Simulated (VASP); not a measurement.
Input of a VASP 6.6.1 run:

INCAR

```
SYSTEM = Tl
  PREC = Accurate
  ENCUT = 520
  EDIFF = 1E-6
  ISMEAR = -1
  SIGMA = 0.1
  LREAL = .False.
  LASPH = .True.
  NELM = 80
  ALGO = Normal
  ISIF = 2
  LWAVE = .False.
  LCHARG = .True.
  GGA = RE
  LELF = .True.
  LVHAR = .True.
  NBANDS = 20
  ISYM = 0
```

KPOINTS

```
Automatic mesh
0
Gamma
  11 11 8
  0 0 0
```

Contents of POSCAR:

```
Tl
1.0
   -4.2404848508      4.1826429430      1.7155638348
    4.1826429430     -4.2404848508      1.7155638348
    2.3299823594      2.3299823594     -1.8215013949
Tl
2
Direct
    0.9982296320      0.0017703680      1.0000000000
    0.7517703680      0.2482296320      0.5000000000
```

Potentials or basis: VASP PAW PBE potentials, release 64 (Tl_d).

The run is started by

```bash
$ cat potpaw_PBE.64/Tl_d/POTCAR > POTCAR
$ mpirun -np 1 vasp_std > vasp.out
```

Question: What does it give for the band gap on the k mesh?

Answer: Zero (bands 13 and 14 overlap by 4.68 eV).

Question: What does it give for the pressure?

Answer: -0.1 GPa.

Caveat: the PAW data sets were made with another functional, which shifts forces and pressure a little; spin-orbit coupling is left out, which moves the levels of the heavy elements.
